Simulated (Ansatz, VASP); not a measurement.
**Co in VASP and in Ansatz**

```
Co
1.0
     2.49371    0.00000    0.00000
    -1.24686    2.15962    0.00000
     0.00000    0.00000    8.06018
Co
4
Direct
  0.33333 0.66667 0.12500
  0.66667 0.33333 0.37500
  0.33333 0.66667 0.62500
  0.66667 0.33333 0.87500
```

Alike in both runs: task single point; functional PBE; k mesh 16 × 16 × 4; occupations gaussian, width 0.05 eV; collinear spin.

|  | VASP | Ansatz |
| --- | --- | --- |
| version | VASP 6.6.1 | Ansatz 0.2.0 |
| potentials or method | VASP PAW PBE potentials, release 64 (Co), cutoff 520 eV | scalar-relativistic, plane waves, PAW |
| valence electrons in the cell | 36 | 68 |

|  | VASP | Ansatz | Ansatz less VASP |
| --- | --- | --- | --- |
| gap on the k mesh at the Fermi level (eV) | none | none | - |
| pressure (GPa) | -1.1 | -0.5 | +0.68 |
| traceless stress, the component that is largest in VASP (GPa) | 0.17 | 0.20 | +0.029 |
| net moment per atom (μB) | 1.57 | 1.58 | +0.004 |
| size of the moment on the site where the two differ most (μB) | 1.60 | 1.66 | +0.062 |

Site moments also hang on the region over which each program counts them. A gap of «none» marks a metal or a gap that the smearing closes. VASP's potentials hold 36 valence electrons a cell and Ansatz's 68, so a difference there can come from the potentials and not from the codes.
